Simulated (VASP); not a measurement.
## Tl: single point with r2SCAN

Tl:

```
Tl
1.0
     5.62186    0.00000    0.00000
    -2.81093    4.86867    0.00000
     0.00000    0.00000    3.33224
Tl
3
Direct
  0.00000 0.00000 0.00000
  0.33333 0.66667 0.50000
  0.66667 0.33333 0.50000
```

This isn't the form of Tl at room conditions, which is hcp.

| Item | Value |
| --- | --- |
| Program | VASP 6.6.1 |
| Task | single point |
| Functional | r2SCAN |
| Potentials or basis | VASP PAW PBE potentials, release 64 (Tl_d) |
| Cutoff | 520 eV |
| k mesh | 9 × 9 × 14 |
| Occupations | gaussian, width 0.1 eV |
| Spin | no spin polarisation |

```json
{"Pressure": "0.0 GPa", "Band gap on the k mesh": "zero (an odd number of electrons rules out a gap without spin polarisation)"}
```

Levels at points of the mesh, in eV from the Fermi level:
```tsv
k point	band 16	band 17	band 18	band 19	band 20	band 21	band 22	band 23
(0.00, 0.00, 0.00)	-10.11	-4.98	-4.67	-0.51	-0.51	-0.35	-0.35	5.39
(0.00, 0.00, 0.50)	-6.74	-5.54	-2.18	-0.13	0.63	1.33	1.55	1.55
```

Run time: 6.6 min on 1 thread of Intel(R) Xeon(R) Platinum 8488C (Sapphire Rapids), with other jobs on the host, peak memory 0.33 GiB.

Caveat: the PAW data sets were made with another functional, which shifts forces and pressure a little; spin-orbit coupling is left out, which moves the levels of the heavy elements.
